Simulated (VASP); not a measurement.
## HfB2: single point with r2SCAN

Crystal: HfB2.

```
Hf B
1.0
     3.14000    0.00000    0.00000
    -1.57000    2.71932    0.00000
     0.00000    0.00000    3.48000
Hf B
1 2
Direct
  0.00000 0.00000 0.00000
  0.33333 0.66667 0.50000
  0.66667 0.33333 0.50000
```

- Program: VASP 6.6.1
- Task: single point
- Functional: r2SCAN
- Potentials or basis: VASP PAW PBE potentials, release 64 (Hf_pv, B)
- Cutoff: 520 eV
- k mesh: 5 × 5 × 4
- Occupations: methfessel-paxton, width 0.1 eV
- Spin: no spin polarisation
- Dipole correction: no
- Further INCAR settings: ALGO = Normal; EDIFF = 1e-06; NBANDS = 15

```yaml
Pressure: -1.1 GPa
Band_gap_on_the_k_mesh: zero (band 8 reaches 8.05 eV, above the bottom of band 9 at 7.48 eV)
```

Stress tensor (GPa, compression positive):
```
-0.59  0.00  0.00
 0.00 -0.59  0.00
 0.00  0.00 -2.05
```

Levels at points of the mesh, in eV from the Fermi level:
```tsv
k point	band 4	band 5	band 6	band 7	band 8	band 9	band 10	band 11	band 12	band 13
(0.00, 0.00, 0.00)	-14.44	-2.87	-2.83	-2.81	-2.81	4.47	4.47	5.18	5.18	5.35
(0.00, 0.00, 0.50)	-12.02	-8.61	-1.03	-1.03	0.57	0.57	1.32	1.32	2.65	5.60
```

Run time: 27 s on 1 thread of Intel Xeon 6455B, on a shared host, peak memory 0.15 GiB.

Caveat: the k points lie up to 0.46 Å⁻¹ apart; the PAW data sets were made with another functional, which shifts forces and pressure a little; spin-orbit coupling is left out, which moves the levels of the heavy elements.
